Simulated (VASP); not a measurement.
# BaC (F-43m) in VASP: a series of runs

The runs below take BaC through single point, relaxation of cell and atoms, with PBE.

Program: VASP 6.6.1. These are calculated values, not measurements. Logs are shortened: lines on timing, memory, paths and dates and some standing lists are left out, and cuts for length are marked.

**1. The cell of the first run**

The structure is cubic, space group F-43m (No. 216). The conventional cell has a = 6.450 Å, b = 6.450 Å, c = 6.450 Å, α = 90.00°, β = 90.00°, γ = 90.00°. Within 3.7 Å of Ba (site symmetry -43m) lie 4 C at 2.79 Å. Within 3.7 Å of C (site symmetry -43m) lie 4 Ba at 2.79 Å.

**2. Single point, PBE, collinear spin**

Input file INCAR:

```
PREC = Accurate
ENCUT = 520
EDIFF = 1E-6
ISMEAR = 0
SIGMA = 0.1
LREAL = F
LASPH = T
NELM = 150
ALGO = Normal
ISIF = 2
LWAVE = F
LCHARG = F
ISPIN = 2
MAGMOM = 0.18 1.4
LORBIT = 11
GGA = PE
NBANDS = 18
```

Input file KPOINTS:

```
Automatic mesh
0
Gamma
  6 6 6
```

Input file POSCAR:

```
BaC
1.0
    0.0000000000      3.2248980423      3.2248980423
    3.2248980423      0.0000000000      3.2248980423
    3.2248980423      3.2248980423      0.0000000000
Ba C
1 1
Direct
    0.0000000000      0.0000000000      0.0000000000
    0.7500000000      0.7500000000      0.7500000000
```

Potentials or basis: VASP PAW PBE potentials, release 64 (Ba_sv, C).

On the command line:

```console
$ cat potpaw_PBE.64/Ba_sv/POTCAR potpaw_PBE.64/C/POTCAR > POTCAR
$ mpirun -np 1 vasp_std > vasp.out
```

OUTCAR:

```text
PREC = Accurate
   ENCUT = 520
   EDIFF = 1E-6
   ISMEAR = 0
   LREAL = F
   LASPH = T
   NELM = 150
   ISIF = 2
   ISPIN = 2
   LORBIT = 11
   GGA = PE

 ion  position               nearest neighbor table
   1  0.000  0.000  0.000-   2 2.79   2 2.79   2 2.79   2 2.79
   2  0.750  0.750  0.750-   1 2.79   1 2.79   1 2.79   1 2.79

  LATTYP: Found a face centered cubic cell.
 ALAT       =     6.4497960846

  Lattice vectors:

 A1 = (   0.0000000000,   3.2248980423,   3.2248980423)
 A2 = (   3.2248980423,   0.0000000000,   3.2248980423)
 A3 = (   3.2248980423,   3.2248980423,   0.0000000000)

Analysis of symmetry for initial positions (statically):
=====================================================================
 Subroutine PRICEL returns:
 Original cell was already a primitive cell.

 Routine SETGRP: Setting up the symmetry group for a
 face centered cubic supercell.

 Subroutine GETGRP returns: Found 24 space group operations
 (whereof 24 operations were pure point group operations)
 out of a pool of 48 trial point group operations.

The static configuration has the point symmetry T_d .

Analysis of symmetry for dynamics (positions and initial velocities):
=====================================================================
 Subroutine PRICEL returns:
 Original cell was already a primitive cell.

 Routine SETGRP: Setting up the symmetry group for a
 face centered cubic supercell.

 Subroutine GETGRP returns: Found 24 space group operations
 (whereof 24 operations were pure point group operations)
 out of a pool of 48 trial point group operations.

The dynamic configuration has the point symmetry T_d .

Analysis of structural, dynamic, and magnetic symmetry:
=====================================================================
 Subroutine PRICEL returns:
 Original cell was already a primitive cell.

 Routine SETGRP: Setting up the symmetry group for a
 face centered cubic supercell.

 Subroutine GETGRP returns: Found 24 space group operations
 (whereof 24 operations were pure point group operations)
 out of a pool of 48 trial point group operations.

The overall configuration has the point symmetry T_d .

 Subroutine INISYM returns: Found 24 space group operations
 (whereof 24 operations are pure point group operations),
 and found     1 'primitive' translations

----------------------------------------------------------------------------------------

                                     Primitive cell

  volume of cell :      67.0777

  direct lattice vectors                    reciprocal lattice vectors
     0.000000000  3.224898042  3.224898042    -0.155043661  0.155043661  0.155043661
     3.224898042  0.000000000  3.224898042     0.155043661 -0.155043661  0.155043661
     3.224898042  3.224898042  0.000000000     0.155043661  0.155043661 -0.155043661

  length of vectors
     4.560694549  4.560694549  4.560694549     0.268543499  0.268543499  0.268543499

  position of ions in fractional coordinates (direct lattice)
     0.000000000  0.000000000  0.000000000
     0.750000000  0.750000000  0.750000000

  ion indices of the primitive-cell ions
   primitive index   ion index
                 1           1
                 2           2

----------------------------------------------------------------------------------------

 KPOINTS: Automatic mesh

Automatic generation of k-mesh.
 Grid dimensions read from file:
 generate k-points for:    6    6    6

 Generating k-lattice:

  Cartesian coordinates                     Fractional coordinates (reciprocal lattice)
    -0.025840610  0.025840610  0.025840610     0.166666667  0.000000000  0.000000000
     0.025840610 -0.025840610  0.025840610     0.000000000  0.166666667  0.000000000
     0.025840610  0.025840610 -0.025840610     0.000000000  0.000000000  0.166666667

  Length of vectors
     0.044757250  0.044757250  0.044757250

  Shift w.r.t. Gamma in fractional coordinates (k-lattice)
     0.000000000  0.000000000  0.000000000

 Subroutine IBZKPT returns following result:
 ===========================================

 Found     16 irreducible k-points:

 Following reciprocal coordinates:
            Coordinates               Weight
  0.000000  0.000000  0.000000      1.000000
  0.166667  0.000000  0.000000      8.000000
  0.333333  0.000000  0.000000      8.000000
  0.500000  0.000000  0.000000      4.000000
  0.166667  0.166667  0.000000      6.000000
  0.333333  0.166667  0.000000     24.000000
[... 8 lines left out ...]
 -0.333333  0.333333  0.166667     24.000000
 -0.333333  0.500000  0.166667     12.000000
   k-points           NKPTS =     16   k-points in BZ     NKDIM =     16   number of bands    NBANDS=     18
   number of dos      NEDOS =    301   number of ions     NIONS =      2
   total plane-waves  NPLWV =  46656
   dimension x,y,z NGX =    36 NGY =   36 NGZ =   36
   dimension x,y,z NGXF=    72 NGYF=   72 NGZF=   72
   ions per type =               1   1
   NGX,Y,Z   is equivalent  to a cutoff of  13.12, 13.12, 13.12 a.u.
   NGXF,Y,Z  is equivalent  to a cutoff of  26.25, 26.25, 26.25 a.u.
 SYSTEM =  unknown system
   PREC   = accura    normal or accurate (medium, high low for compatibility)
   ISTART =      0    job   : 0-new  1-cont  2-samecut
   ICHARG =      2    charge: 1-file 2-atom 10-const
   ISPIN  =      2    spin polarized calculation?
   LNONCOLLINEAR =      F non collinear calculations
   LSORBIT =      F    spin-orbit coupling
   LASPH  =      T    aspherical Exc in radial PAW
   ENCUT  =  520.0 eV  38.22 Ry    6.18 a.u.   8.48  8.48  8.48*2*pi/ulx,y,z
   NELM   =    150;   NELMIN=  2; NELMDL= -5     # of ELM steps
   EDIFF  = 0.1E-05   stopping-criterion for ELM
   LREAL  =      F    real-space projection
[... 7 lines left out ...]
   TEBEG  =    0.0;   TEEND  =   0.0 temperature during run
   PSTRESS=    0.0 pullay stress
   NELECT =      14.0000    total number of electrons
   NUPDOWN=      -1.0000    fix difference up-down
   EMIN   =  10.00;   EMAX   =-10.00  energy-range for DOS
   EFERMI =   0.00;   METHOD = LEGACY
   ISMEAR =     0;   SIGMA  =   0.10  broadening in eV -4-tet -1-fermi 0-gaus
   EFERMI_NEDOS =   21; number of points for ismear=-14 and -15
   IALGO  =     38    algorithm
   IMIX   =      4    mixing-type and parameters
     AMIX     =   0.40;   BMIX     =  1.00
     AMIX_MAG =   1.60;   BMIX_MAG =  1.00
  volume/ion in A,a.u.               =      33.54       226.33
  Fermi-wavevector in a.u.,A,eV,Ry     =   0.971087  1.835089 12.830432  0.943010
  Thomas-Fermi vector in A             =   2.101275
   LORBIT       =     11    0 simple, 1 ext, 2 COOP (PROOUT), +10 PAW based schemes
   GGA     = PE    functional components
   LHFCALC =     F    Hartree Fock is set to
   AEXX    =    0.0000 exact exchange contribution
   IVDW    =     0    specifies the selected vdW correction
   LEPSILON=     F    determine dielectric tensor
   LRPA    =     F    only Hartree local field effects (RPA)
 spin polarized calculation
 Gauss-broadening in eV      SIGMA  =   0.10
  energy-cutoff  :      520.00
  volume of cell :       67.08
 maximum number of plane-waves:      1821
 NGX is ok and might be reduce to    36
   NGX = 17   NGY = 17   NGZ = 17

 number of electron      14.0000000 magnetization       1.9999416

 Free energy of the ion-electron system (eV)
  ---------------------------------------------------
  ext. energy  EPLUGINS =         0.00000000
  ---------------------------------------------------
  free energy    TOTEN  =        -8.00784755 eV

  energy without entropy =       -8.00087468  energy(sigma->0) =       -8.00436112

 E-fermi :   1.1623     XC(G=0):  -7.8319

 val. band max:        1.0932649803   @ k =  -0.3333   0.1667   0.0000
 cond. band min:       1.1764220080   @ k =   0.1667   0.0000   0.0000
 fundamental gap:      0.0831570277
 Fermi energy:         1.1622522759

 spin component 1

 k-point     1 :       0.0000    0.0000    0.0000
  band No.  band energies     occupation
      1     -26.1166      1.00000
      2     -11.2127      1.00000
      3     -11.2127      1.00000
      4     -11.2127      1.00000
      5      -8.2419      1.00000
      6      -0.5187      1.00000
[... 10 lines left out ...]
     17      11.6090      0.00000
     18      11.6090      0.00000

 k-point     2 :       0.1667    0.0000    0.0000
  band No.  band energies     occupation
      1     -26.1059      1.00000
      2     -11.4596      1.00000
      3     -11.2335      1.00000
      4     -11.2335      1.00000
      5      -8.0049      1.00000
      6      -0.5912      1.00000
[... 10 lines left out ...]
     17      11.8143      0.00000
     18      12.9483      0.00000
[... 274 lines left out ...]
 k-point    16 :      -0.3333    0.5000    0.1667
  band No.  band energies     occupation
      1     -26.0590      1.00000
      2     -12.0263      1.00000
      3     -11.5036      1.00000
      4     -11.4271      1.00000
      5      -7.2476      1.00000
      6      -0.6229      1.00000
[... 10 lines left out ...]
     17      11.4340      0.00000
     18      13.4384      0.00000
 Fermi energy:         1.1622522759

 spin component 2

 k-point     1 :       0.0000    0.0000    0.0000
  band No.  band energies     occupation
      1     -26.0246      1.00000
      2     -11.0974      1.00000
      3     -11.0974      1.00000
      4     -11.0974      1.00000
      5      -6.2156      1.00000
      6       1.0527      0.93929
[... 10 lines left out ...]
     17      12.0524      0.00000
     18      12.0524      0.00000

 k-point     2 :       0.1667    0.0000    0.0000
  band No.  band energies     occupation
      1     -26.0148      1.00000
      2     -11.2721      1.00000
      3     -11.1154      1.00000
      4     -11.1154      1.00000
      5      -6.0206      1.00000
      6       0.7494      1.00000
[... 10 lines left out ...]
     17      12.1540      0.00000
     18      12.8811      0.00000
[... 274 lines left out ...]
 k-point    16 :      -0.3333    0.5000    0.1667
  band No.  band energies     occupation
      1     -25.9724      1.00000
      2     -11.6712      1.00000
      3     -11.3608      1.00000
      4     -11.2865      1.00000
      5      -5.3624      1.00000
      6       0.6351      1.00000
[... 10 lines left out ...]
     17      11.8529      0.00000
     18      14.2114      0.00000

------------------------ aborting loop because EDIFF is reached ----------------------------------------

  FORCE on cell =-STRESS in cart. coord.  units (eV):
  Direction    XX          YY          ZZ          XY          YZ          ZX
  --------------------------------------------------------------------------------------
  -------------------------------------------------------------------------------------
  Total        0.3074559      0.3074559      0.3074559      0.0000000     -0.0000000      0.0000000
  in kB        7.3437087      7.3437087      7.3437087      0.0000000     -0.0000000      0.0000000
  external PRESSURE =       7.3437087 kB  Pullay stress =       0.0000000 kB

 VOLUME and BASIS-vectors are now :
 -----------------------------------------------------------------------------
  energy-cutoff  :      520.00
  volume of cell :       67.08
      direct lattice vectors                 reciprocal lattice vectors
     0.000000000  3.224898042  3.224898042    -0.155043661  0.155043661  0.155043661
     3.224898042  0.000000000  3.224898042     0.155043661 -0.155043661  0.155043661
     3.224898042  3.224898042  0.000000000     0.155043661  0.155043661 -0.155043661

 POSITION                                       TOTAL-FORCE (eV/Angst)
 -----------------------------------------------------------------------------------
      0.00000      0.00000      0.00000         0.000000      0.000000      0.000000
      4.83735      4.83735      4.83735        -0.000000     -0.000000     -0.000000
 -----------------------------------------------------------------------------------
    total drift:                                0.000000      0.000000      0.000000

  FREE ENERGIE OF THE ION-ELECTRON SYSTEM (eV)
  ---------------------------------------------------
  free  energy   TOTEN  =        -8.0078475476 eV

  energy  without entropy=       -8.0008746833  energy(sigma->0) =       -8.00436112

 total charge

# of ion       s       p       d       tot
------------------------------------------
    1        2.030   5.574   0.376   7.979
    2        0.949   1.221   0.000   2.170
--------------------------------------------------
tot          2.979   6.794   0.376  10.149

 magnetization (x)

# of ion       s       p       d       tot
------------------------------------------
    1        0.005   0.048   0.115   0.168
    2        0.033   0.816   0.000   0.849
--------------------------------------------------
tot          0.038   0.864   0.115   1.017
```

It took 44 s on 1 thread of Intel Xeon Platinum 8259CL at 2.50GHz (Skylake/Cascade Lake), shared host; peak memory 0.24 GiB.

What came out:

- Free energy: -8.0078 eV
- Pressure: 0.7 GPa
- Band gap on the k mesh: zero (filled and empty bands overlap)
- Net moment: 2.00 μB per cell
- Site moments: Ba +0.17; C +0.85 μB
- Valence electrons inside the program's atomic spheres: Ba 7.98; C 2.17

Levels at points of the mesh, in eV from the Fermi level:
Spin up:
```tsv
k point	band 4	band 5	band 6	band 7	band 8	band 9	band 10	band 11	band 12	band 13
(0.00, 0.00, 0.00)	-12.37	-9.40	-1.68	-1.68	-1.68	1.45	4.36	4.36	6.17	6.17
(0.50, 0.00, 0.00)	-12.46	-8.69	-1.32	-1.32	-1.27	3.11	4.43	4.43	4.68	6.06
(0.50, 0.50, 0.00)	-12.58	-8.45	-2.17	-0.60	-0.60	2.18	3.48	5.78	6.02	6.02
```
Spin down:
| k point | band 3 | band 4 | band 5 | band 6 | band 7 | band 8 | band 9 | band 10 |
| --- | --- | --- | --- | --- | --- | --- | --- | --- |
| (0.00, 0.00, 0.00) | -12.26 | -12.26 | -7.38 | -0.11 | -0.11 | -0.11 | 1.65 | 4.58 |
| (0.50, 0.00, 0.00) | -12.33 | -12.33 | -6.77 | 0.05 | 0.27 | 0.27 | 3.62 | 4.81 |
| (0.50, 0.50, 0.00) | -12.44 | -12.44 | -6.56 | -1.00 | 1.23 | 1.23 | 2.21 | 4.32 |

Caveat: spin-orbit coupling is left out, which moves the levels of the heavy elements.

**3. Relaxation of cell and atoms, PBE, collinear spin**

This run uses another cell than the first one, of 25.26 Å³/atom.

Input file INCAR:

```
ALGO     = Normal         # electronic algorithm
EDIFF    = 1E-7           # SCF threshold, eV
EDIFFG   = -0.04          # ionic threshold
ENCUT    = 600            # plane-wave cutoff, eV
GGA      = PE             # functional
IBRION   = 2              # ionic algorithm
ISIF     = 3              # what is computed and relaxed
ISMEAR   = 0              # smearing method
ISPIN    = 2              # spin polarisation
LASPH    = True           # aspherical terms in the spheres
LCHARG   = False          # write CHGCAR
LORBIT   = 11             # projections on sites
LREAL    = False          # projectors in reciprocal space
LWAVE    = False          # write WAVECAR
MAGMOM   = 0.18 1.4       # initial moments
NELM     = 150            # most SCF steps
NSW      = 90             # ionic steps
PREC     = Accurate       # precision mode
SIGMA    = 0.1            # smearing width, eV
```

Input file KPOINTS:

```
k-points
0
Gamma
  6 6 6
```

Input file POSCAR:

```
BaC
1.0
    0.0000000000      2.9341465991      2.9341465991
    2.9341465991      0.0000000000      2.9341465991
    2.9341465991      2.9341465991      0.0000000000
Ba C
1 1
Direct
    0.0000000000      0.0000000000      0.0000000000
    0.7500000000      0.7500000000      0.7500000000
```

Potentials or basis: VASP PAW PBE potentials, release 64 (Ba_sv, C).

On the command line:

```console
$ cat potpaw_PBE.64/Ba_sv/POTCAR potpaw_PBE.64/C/POTCAR > POTCAR
$ mpirun -np 1 vasp_std > vasp.out
```

Wall time 98 s (1 thread of Intel Xeon Platinum 8259CL at 2.50GHz (Skylake/Cascade Lake), shared host); peak memory 0.24 GiB.

It converged, with:

| Item | Value |
| --- | --- |
| Free energy | -8.0098 eV |
| Relaxed volume | 34.56 Å³/atom |
| Relaxed cell | a = 4.607 Å, b = 4.607 Å, c = 4.607 Å, α = 60.00°, β = 60.00°, γ = 60.00° |
| Space group after relaxing (to 0.1 Å) | F-43m (No. 216) |
| Energy gained by relaxing | 310.6 meV/atom |
| Ionic steps | 3 |
| Pressure after relaxing | -0.1 GPa |
| Band gap on the k mesh | zero (filled and empty bands overlap) |
| Net moment | 2.00 μB per cell |
| Site moments | Ba +0.16; C +0.85 μB |
| Valence electrons inside the program's atomic spheres | Ba 7.96; C 2.16 |

Step by step:
```tsv
step	energy change (eV)	largest force (eV/Å)	pressure (GPa)	volume (Å³)
1	0.0000	0.0000	13.60	50.52
2	-0.6198	0.0000	0.40	67.87
3	-0.6211	0.0000	-0.07	69.12
```

Final structure:
```yaml
crystal:
  lattice:
    - [0.00000, 3.25732, 3.25732]
    - [3.25732, 0.00000, 3.25732]
    - [3.25732, 3.25732, 0.00000]
  atoms:
    - { symbol: Ba, position: [0.00000, 0.00000, 0.00000] }
    - { symbol: C, position: [0.75000, 0.75000, 0.75000] }
```

Levels at points of the mesh, in eV from the Fermi level:
Spin up:
```tsv
k point	band 6	band 7	band 8	band 9	band 10	band 11
(0.00, 0.00, 0.00)	-1.66	-1.66	-1.66	1.38	4.28	4.28
(0.50, 0.00, 0.00)	-1.31	-1.31	-1.31	3.04	4.33	4.33
(0.50, 0.50, 0.00)	-2.14	-0.65	-0.65	2.13	3.40	5.64
```
Spin down:
| k point | band 3 | band 4 | band 5 | band 6 | band 7 | band 8 | band 9 | band 10 |
| --- | --- | --- | --- | --- | --- | --- | --- | --- |
| (0.00, 0.00, 0.00) | -12.36 | -12.36 | -7.36 | -0.08 | -0.08 | -0.08 | 1.55 | 4.48 |
| (0.50, 0.00, 0.00) | -12.42 | -12.42 | -6.79 | 0.00 | 0.28 | 0.28 | 3.53 | 4.70 |
| (0.50, 0.50, 0.00) | -12.52 | -12.52 | -6.59 | -0.96 | 1.19 | 1.19 | 2.13 | 4.22 |

Caveat: the volume moved by over 15 % at a fixed basis, so the end points are rough; spin-orbit coupling is left out, which moves the levels of the heavy elements.
